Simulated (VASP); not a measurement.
# BeAs7O12 (a cell with a defect) in VASP: single point with PBE

Aim: the single point of BeAs7O12 (a cell with a defect) with PBE.

All numbers are computed with VASP 6.6.1; they aren't measurements. Logs are shortened: lines on timing, memory, paths and dates and some standing lists are left out, and cuts for length are marked.

## 1. The cell of the first run

The cell holds a defect, 20 atoms: a = 7.830 Å, b = 7.830 Å, c = 7.830 Å, α = 60.00°, β = 60.00°, γ = 60.00°.

## 2. Single point, PBE

The input, INCAR:

```
SYSTEM = BeAs7O12
  PREC = Accurate
  ENCUT = 520
  EDIFF = 1E-7
  ISMEAR = -1
  SIGMA = 0.01
  LREAL = Auto
  LASPH = .TRUE.
  NELM = 80
  ALGO = Normal
  ISIF = 2
  LWAVE = .FALSE.
  LCHARG = .FALSE.
  GGA = PE
  NELECT = 110.0
  NBANDS = 70
```

The input, KPOINTS:

```
regular mesh
0
G
  3 3 3
  0 0 0
```

The input, POSCAR:

```
BeAs7O12
1.0
    0.0000000000      5.5367150000      5.5367150000
    5.5367150000      0.0000000000      5.5367150000
    5.5367150000      5.5367150000      0.0000000000
Be As O
1 7 12
Direct
    0.4281793803      0.4281793803      0.4281793803
    0.4366776289      0.8521109507      0.8521109507
    0.3903552467      0.3903552467      0.8096842029
    0.8521109507      0.4366776289      0.8521109507
    0.8096842029      0.3903552467      0.3903552467
    0.8531463883      0.8531463883      0.8531463883
    0.3903552467      0.8096842029      0.3903552467
    0.8521109507      0.8521109507      0.4366776289
    0.9251172844      0.5718904425      0.5718904425
    0.3260167830      0.6676200359      0.3260167830
    0.5721102431      0.9259475232      0.9259475232
    0.6770772035      0.3206685369      0.6770772035
    0.5718904425      0.9251172844      0.5718904425
    0.3260167830      0.3260167830      0.6676200359
    0.9259475232      0.5721102431      0.9259475232
    0.6770772035      0.6770772035      0.3206685369
    0.3206685369      0.6770772035      0.6770772035
    0.5718904425      0.5718904425      0.9251172844
    0.6676200359      0.3260167830      0.3260167830
    0.9259475232      0.9259475232      0.5721102431
```

Potentials or basis: VASP PAW PBE potentials, release 64 (Be, As, O).

Command:

```
$ cat potpaw_PBE.64/Be/POTCAR potpaw_PBE.64/As/POTCAR potpaw_PBE.64/O/POTCAR > POTCAR
$ mpirun -np 1 vasp_std > vasp.out
```

OUTCAR:

```text
SYSTEM = BeAs7O12
   PREC = Accurate
   ENCUT = 520
   EDIFF = 1E-7
   ISMEAR = -1
   LREAL = Auto
   LASPH = .TRUE.
   NELM = 80
   ISIF = 2
   GGA = PE
   NELECT = 110.0

 ion  position               nearest neighbor table
   1  0.428  0.428  0.428-  10 1.56  14 1.56  19 1.56
   2  0.437  0.852  0.852-  13 1.81  18 1.81  11 1.83
   3  0.390  0.390  0.810-  14 1.77  12 1.85  17 1.85
   4  0.852  0.437  0.852-   9 1.81  18 1.81  15 1.83
   5  0.810  0.390  0.390-  19 1.77  16 1.85  12 1.85
   6  0.853  0.853  0.853-  11 1.82  15 1.82  20 1.82
   7  0.390  0.810  0.390-  10 1.77  16 1.85  17 1.85
   8  0.852  0.852  0.437-   9 1.81  13 1.81  20 1.83
   9  0.925  0.572  0.572-   4 1.81   8 1.81
  10  0.326  0.668  0.326-   1 1.56   7 1.77
  11  0.572  0.926  0.926-   6 1.82   2 1.83
  12  0.677  0.321  0.677-   3 1.85   5 1.85
  13  0.572  0.925  0.572-   2 1.81   8 1.81
  14  0.326  0.326  0.668-   1 1.56   3 1.77
  15  0.926  0.572  0.926-   6 1.82   4 1.83
  16  0.677  0.677  0.321-   5 1.85   7 1.85
  17  0.321  0.677  0.677-   3 1.85   7 1.85
  18  0.572  0.572  0.925-   2 1.81   4 1.81
  19  0.668  0.326  0.326-   1 1.56   5 1.77
  20  0.926  0.926  0.572-   6 1.82   8 1.83

  LATTYP: Found a face centered cubic cell.
 ALAT       =    11.0734300000

  Lattice vectors:

 A1 = (   0.0000000000,   5.5367150000,   5.5367150000)
 A2 = (   5.5367150000,   0.0000000000,   5.5367150000)
 A3 = (   5.5367150000,   5.5367150000,   0.0000000000)

Analysis of symmetry for initial positions (statically):
=====================================================================
 Subroutine PRICEL returns:
 Original cell was already a primitive cell.

 Routine SETGRP: Setting up the symmetry group for a
 face centered cubic supercell.

 Subroutine GETGRP returns: Found  6 space group operations
 (whereof  6 operations were pure point group operations)
 out of a pool of 48 trial point group operations.

The static configuration has the point symmetry C_3v.

Analysis of symmetry for dynamics (positions and initial velocities):
=====================================================================
 Subroutine PRICEL returns:
 Original cell was already a primitive cell.

 Routine SETGRP: Setting up the symmetry group for a
 face centered cubic supercell.

 Subroutine GETGRP returns: Found  6 space group operations
 (whereof  6 operations were pure point group operations)
 out of a pool of 48 trial point group operations.

The dynamic configuration has the point symmetry C_3v.

 Subroutine INISYM returns: Found  6 space group operations
 (whereof  6 operations are pure point group operations),
 and found     1 'primitive' translations

----------------------------------------------------------------------------------------

                                     Primitive cell

  volume of cell :     339.4584

  direct lattice vectors                    reciprocal lattice vectors
     0.000000000  5.536715000  5.536715000    -0.090306256  0.090306256  0.090306256
     5.536715000  0.000000000  5.536715000     0.090306256 -0.090306256  0.090306256
     5.536715000  5.536715000  0.000000000     0.090306256  0.090306256 -0.090306256

  length of vectors
     7.830097444  7.830097444  7.830097444     0.156415023  0.156415023  0.156415023

  position of ions in fractional coordinates (direct lattice)
     0.428179380  0.428179380  0.428179380
     0.436677629  0.852110951  0.852110951
     0.390355247  0.390355247  0.809684203
     0.852110951  0.436677629  0.852110951
     0.809684203  0.390355247  0.390355247
     0.853146388  0.853146388  0.853146388
[... 12 lines left out ...]
     0.667620036  0.326016783  0.326016783
     0.925947523  0.925947523  0.572110243

  ion indices of the primitive-cell ions
   primitive index   ion index
                 1           1
                 2           2
                 3           3
                 4           4
                 5           5
                 6           6
[... 12 lines left out ...]
                19          19
                20          20

----------------------------------------------------------------------------------------

 KPOINTS: regular mesh

Automatic generation of k-mesh.
 Grid dimensions read from file:
 generate k-points for:    3    3    3

 Generating k-lattice:

  Cartesian coordinates                     Fractional coordinates (reciprocal lattice)
    -0.030102085  0.030102085  0.030102085     0.333333333  0.000000000  0.000000000
     0.030102085 -0.030102085  0.030102085     0.000000000  0.333333333  0.000000000
     0.030102085  0.030102085 -0.030102085     0.000000000  0.000000000  0.333333333

  Length of vectors
     0.052138341  0.052138341  0.052138341

  Shift w.r.t. Gamma in fractional coordinates (k-lattice)
     0.000000000  0.000000000  0.000000000

 Subroutine IBZKPT returns following result:
 ===========================================

 Found      6 irreducible k-points:

 Following reciprocal coordinates:
            Coordinates               Weight
  0.000000  0.000000  0.000000      1.000000
  0.333333  0.000000  0.000000      6.000000
  0.333333  0.333333  0.333333      2.000000
  0.333333  0.333333  0.000000      6.000000
 -0.333333  0.333333  0.000000      6.000000
  0.333333  0.333333 -0.333333      6.000000
   k-points           NKPTS =      6   k-points in BZ     NKDIM =      6   number of bands    NBANDS=     70
   number of dos      NEDOS =    301   number of ions     NIONS =     20
   total plane-waves  NPLWV = 216000
   dimension x,y,z NGX =    60 NGY =   60 NGZ =   60
   dimension x,y,z NGXF=   120 NGYF=  120 NGZF=  120
   ions per type =               1   7  12
   NGX,Y,Z   is equivalent  to a cutoff of  12.74, 12.74, 12.74 a.u.
   NGXF,Y,Z  is equivalent  to a cutoff of  25.48, 25.48, 25.48 a.u.
 SYSTEM =  BeAs7O12
   PREC   = accura    normal or accurate (medium, high low for compatibility)
   ISTART =      0    job   : 0-new  1-cont  2-samecut
   ICHARG =      2    charge: 1-file 2-atom 10-const
   ISPIN  =      1    spin polarized calculation?
   LNONCOLLINEAR =      F non collinear calculations
   LSORBIT =      F    spin-orbit coupling
   LASPH  =      T    aspherical Exc in radial PAW
   ENCUT  =  520.0 eV  38.22 Ry    6.18 a.u.  14.56 14.56 14.56*2*pi/ulx,y,z
   NELM   =     80;   NELMIN=  2; NELMDL= -5     # of ELM steps
   EDIFF  = 0.1E-06   stopping-criterion for ELM
   LREAL  =      T    real-space projection
   EDIFFG = 0.1E-05   stopping-criterion for IOM
   NSW    =      0    number of steps for IOM
   IBRION =     -1    ionic relax: 0-MD 1-quasi-New 2-CG
   NFREE  =      0    steps in history (QN), initial steepest desc. (CG)
   ISIF   =      2    stress and relaxation
   ISYM   =      2    0-nonsym 1-usesym 2-fastsym
   POTIM  = 0.5000    time-step for ionic-motion
   TEBEG  =    0.0;   TEEND  =   0.0 temperature during run
   PSTRESS=    0.0 pullay stress
   NELECT =     110.0000    total number of electrons
   NUPDOWN=      -1.0000    fix difference up-down
   EMIN   =  10.00;   EMAX   =-10.00  energy-range for DOS
   EFERMI =   0.00;   METHOD = LEGACY
   ISMEAR =    -1;   SIGMA  =   0.01  broadening in eV -4-tet -1-fermi 0-gaus
   EFERMI_NEDOS =   21; number of points for ismear=-14 and -15
   IALGO  =     38    algorithm
   IMIX   =      4    mixing-type and parameters
     AMIX     =   0.40;   BMIX     =  1.00
     AMIX_MAG =   1.60;   BMIX_MAG =  1.00
  volume/ion in A,a.u.               =      16.97       114.54
  Fermi-wavevector in a.u.,A,eV,Ry     =   1.124459  2.124919 17.203311  1.264408
  Thomas-Fermi vector in A             =   2.261131
   LORBIT       =      0    0 simple, 1 ext, 2 COOP (PROOUT), +10 PAW based schemes
   GGA     = PE    functional components
   LHFCALC =     F    Hartree Fock is set to
   AEXX    =    0.0000 exact exchange contribution
   IVDW    =     0    specifies the selected vdW correction
   LEPSILON=     F    determine dielectric tensor
   LRPA    =     F    only Hartree local field effects (RPA)
 non-spin polarized calculation
  energy-cutoff  :      520.00
  volume of cell :      339.46
 maximum number of plane-waves:      9185
 NGX is ok and might be reduce to    60
   NGX = 29   NGY = 29   NGZ = 29

 number of electron     110.0000000 magnetization

 Free energy of the ion-electron system (eV)
  ---------------------------------------------------
  ext. energy  EPLUGINS =         0.00000000
  ---------------------------------------------------
  free energy    TOTEN  =      -119.66300580 eV

  energy without entropy =     -119.66300580  energy(sigma->0) =     -119.66300580

 E-fermi :   0.8401     XC(G=0):  -8.4935

 val. band max:        0.5947265134   @ k =   0.3333   0.3333  -0.3333
 cond. band min:       4.3029064205   @ k =   0.0000   0.0000   0.0000
 fundamental gap:      3.7081799071
 Fermi energy:         0.8400676949

 k-point     1 :       0.0000    0.0000    0.0000
  band No.  band energies     occupation
      1     -19.4066      2.00000
      2     -18.4802      2.00000
      3     -17.9773      2.00000
      4     -17.9376      2.00000
      5     -17.9376      2.00000
      6     -17.3619      2.00000
[... 59 lines left out ...]
     66       7.4410      0.00000
     67       7.5036      0.00000

 k-point     2 :       0.3333    0.0000    0.0000
  band No.  band energies     occupation
      1     -19.3807      2.00000
      2     -18.5319      2.00000
      3     -17.9869      2.00000
      4     -17.9494      2.00000
      5     -17.9434      2.00000
      6     -17.3792      2.00000
[... 59 lines left out ...]
     66       7.1161      0.00000
     67       7.3257      0.00000

 k-point     3 :       0.3333    0.3333    0.3333
  band No.  band energies     occupation
      1     -19.3735      2.00000
      2     -18.5678      2.00000
      3     -17.9468      2.00000
      4     -17.9468      2.00000
      5     -17.9336      2.00000
      6     -17.3620      2.00000
[... 59 lines left out ...]
     66       7.2467      0.00000
     67       7.2467      0.00000

 k-point     4 :       0.3333    0.3333    0.0000
  band No.  band energies     occupation
      1     -19.3692      2.00000
      2     -18.5603      2.00000
      3     -17.9820      2.00000
      4     -17.9666      2.00000
      5     -17.9247      2.00000
      6     -17.3703      2.00000
[... 59 lines left out ...]
     66       7.1749      0.00000
     67       7.2951      0.00000

 k-point     5 :      -0.3333    0.3333    0.0000
  band No.  band energies     occupation
      1     -19.3609      2.00000
      2     -18.5713      2.00000
      3     -17.9977      2.00000
      4     -17.9745      2.00000
      5     -17.9189      2.00000
      6     -17.3677      2.00000
[... 59 lines left out ...]
     66       6.9890      0.00000
     67       7.2961      0.00000

 k-point     6 :       0.3333    0.3333   -0.3333
  band No.  band energies     occupation
      1     -19.3570      2.00000
      2     -18.5888      2.00000
      3     -17.9914      2.00000
      4     -17.9599      2.00000
      5     -17.9149      2.00000
      6     -17.3522      2.00000
[... 59 lines left out ...]
     66       7.0855      0.00000
     67       7.2677      0.00000
 [bands above 67 left out]

------------------------ aborting loop because EDIFF is reached ----------------------------------------

  FORCE on cell =-STRESS in cart. coord.  units (eV):
  Direction    XX          YY          ZZ          XY          YZ          ZX
  --------------------------------------------------------------------------------------
  -------------------------------------------------------------------------------------
  Total       11.4394438     11.4394438     11.4394438      0.4095879      0.4095879      0.4095879
  in kB       53.9919472     53.9919472     53.9919472      1.9331753      1.9331753      1.9331753
  external PRESSURE =      53.9919472 kB  Pullay stress =       0.0000000 kB

 VOLUME and BASIS-vectors are now :
 -----------------------------------------------------------------------------
  energy-cutoff  :      520.00
  volume of cell :      339.46
      direct lattice vectors                 reciprocal lattice vectors
     0.000000000  5.536715000  5.536715000    -0.090306256  0.090306256  0.090306256
     5.536715000  0.000000000  5.536715000     0.090306256 -0.090306256  0.090306256
     5.536715000  5.536715000  0.000000000     0.090306256  0.090306256 -0.090306256

 POSITION                                       TOTAL-FORCE (eV/Angst)
 -----------------------------------------------------------------------------------
      4.74141      4.74141      4.74141        -0.051355     -0.051355     -0.051355
      9.43579      7.13566      7.13566         0.199941     -0.172685     -0.172685
      6.64428      6.64428      4.32257         0.220146      0.220146     -0.124380
      7.13566      9.43579      7.13566        -0.172685      0.199941     -0.172685
      4.32257      6.64428      6.64428        -0.124380      0.220146      0.220146
      9.44726      9.44726      9.44726         0.193310      0.193310      0.193310
[... 12 lines left out ...]
      3.61012      5.50148      5.50148        -0.081689     -0.135987     -0.135987
      8.29432      8.29432     10.25342        -0.022778     -0.022778      0.093980
 -----------------------------------------------------------------------------------
    total drift:                               -0.013500     -0.013500     -0.013501

  FREE ENERGIE OF THE ION-ELECTRON SYSTEM (eV)
  ---------------------------------------------------
  free  energy   TOTEN  =      -119.6630057986 eV

  energy  without entropy=     -119.6630057986  energy(sigma->0) =     -119.66300580
```

It took 8.7 min on 1 thread of AMD EPYC 7R13 (Zen 3), shared host; peak memory 0.49 GiB.

Results:

| Property | Result |
| --- | --- |
| Free energy | -119.6630 eV |
| Largest force | 0.335 eV/Å |

Forces in eV/Å, atoms in the order of the input:
```
Be  -0.051 -0.051 -0.051
As   0.200 -0.173 -0.173
As   0.220  0.220 -0.124
As  -0.173  0.200 -0.173
As  -0.124  0.220  0.220
As   0.193  0.193  0.193
As   0.220 -0.124  0.220
As  -0.173 -0.173  0.200
O   -0.096  0.003  0.003
O   -0.136 -0.082 -0.136
O    0.094 -0.023 -0.023
O    0.002  0.080  0.002
O    0.003 -0.096  0.003
O   -0.136 -0.136 -0.082
O   -0.023  0.094 -0.023
O    0.002  0.002  0.080
O    0.080  0.002  0.002
O    0.003  0.003 -0.096
O   -0.082 -0.136 -0.136
O   -0.023 -0.023  0.094
```

Caveat: the cell carries a net charge on a neutralising background, which shifts energy and pressure; the cell is charged against a uniform background, so pressure and absolute levels hang on convention.
